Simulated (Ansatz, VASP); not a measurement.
## Two plane-wave programs on Ge

The input INCAR:

```
  PREC = Accurate
  ENCUT = 600
  EDIFF = 1E-6
  ISMEAR = 0
  SIGMA = 0.1
  LREAL = False
  LASPH = True
  NELM = 60
  ALGO = Normal
  ISIF = 3
  LWAVE = False
  LCHARG = False
  GGA = PE
  IBRION = 2
  NSW = 100
  EDIFFG = -0.01
```

File KPOINTS:

```
Automatic mesh
0
Gamma
  18 18 18
```

The input POSCAR:

```
Ge
1.0
    0.0000000000      2.0410391956      2.4401834143
    1.9490815133      0.0000000000      2.4401834143
    1.9490815133      2.0410391956      0.0000000000
Ge
1
Direct
    0.0000000000      0.0000000000      0.0000000000
```

Input for Ansatz:

```yaml
crystal:
  lattice:
    - [0.0, 2.0410391956, 2.4401834143]
    - [1.9490815133, 0.0, 2.4401834143]
    - [1.9490815133, 2.0410391956, 0.0]
  atoms:
    - { symbol: Ge, position: [0.0, 0.0, 0.0] }
basis:
  ecutwfc: 420
kpoints:
  mp_grid: { grid: [18, 18, 18] }
hamiltonian:
  xc: pbe
scf:
  occupations: { method: gaussian, width: 0.1 }
output:
  forces: true
  stress: true
  eigenvalues: true
relax:
  adjacent_minimum: "off"
  f_tol: 0.01
  max_steps: 80
  cell: { stress_tol: 0.05 }
```

Alike in both runs: task relaxation of cell and atoms; functional PBE; k mesh 18 × 18 × 18; occupations gaussian, width 0.1 eV; no spin polarisation.

|  | VASP | Ansatz |
| --- | --- | --- |
| version | VASP 6.6.1 | Ansatz 0.2.0 |
| potentials or method | VASP PAW PBE potentials, release 64 (Ge_d), cutoff 600 eV | scalar-relativistic, plane waves, PAW |
| valence electrons in the cell | 14 | 14 |

|  | VASP | Ansatz | Ansatz less VASP |
| --- | --- | --- | --- |
| gap on the k mesh at the Fermi level, each at its own relaxed structure (eV) | none | none | - |
| relaxed volume (Å³/atom) | 19.57 | 19.53 | -0.039 |
| relaxed length of the cell vector where the two differ most in proportion (Å) | 3.121 | 3.118 | -0.0033 |

A gap of «none» marks a metal or a gap that the smearing closes.
